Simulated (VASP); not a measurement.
Set up this calculation in VASP 6.6.1, as the native input.

| Quantity | Value |
| --- | --- |
| Task | single point |
| Functional | PBEsol |
| Dispersion | D4 |
| Potentials or basis | VASP PAW PBE potentials, release 64 (Cu) |
| Cutoff | 520 eV |
| k mesh | 1 × 3 × 1 |
| Occupations | methfessel-paxton, width 0.1 eV |
| Spin | no spin polarisation |
| Dipole correction | no |
| Further INCAR settings | ALGO = Normal; EDIFF = 1e-06; NBANDS = 12 |

The structure of Cu lies in POSCAR:

```
Cu
1.0
   11.5702539500      0.0000000000      0.0000000000
    0.0000000000      2.2382121000      0.0000000000
   -4.5956239400      0.0000000000     21.7433883500
Cu
1
Direct
    0.5000000000      0.5000000000      0.5000000000
```

These files were run (other wordings do the same):

INCAR

```
SYSTEM = Cu
PREC = Accurate ; ENCUT = 520
EDIFF = 1E-6 ; ISMEAR = 1
SIGMA = 0.1 ; LREAL = .False.
LASPH = .True. ; NELM = 60
ALGO = Normal ; ISIF = 2
LWAVE = .False. ; LCHARG = .False.
GGA = PS ; IVDW = 13
NBANDS = 12
```

KPOINTS

```
Automatic mesh
0
Gamma
  1 3 1
  0 0 0
```

Potentials or basis: VASP PAW PBE potentials, release 64 (Cu).

Run with:

```bash
$ cat potpaw_PBE.64/Cu/POTCAR > POTCAR
$ mpirun -np 1 vasp_std > vasp.out
```

Results of the run:

```json
{
  "Pressure": "0.2 GPa",
  "Band gap on the k mesh": "zero (an odd number of electrons rules out a gap without spin polarisation)",
  "Dispersion energy per atom": "-0.019 eV"
}
```

Caveat: the k points lie up to 0.94 Å⁻¹ apart, too coarse for converged energies and pressures of a metal; the PAW data sets were made with another functional, which shifts forces and pressure a little.

It took 46 s on 1 thread of Intel Xeon 8259CL (shared host), peak memory 0.54 GiB.
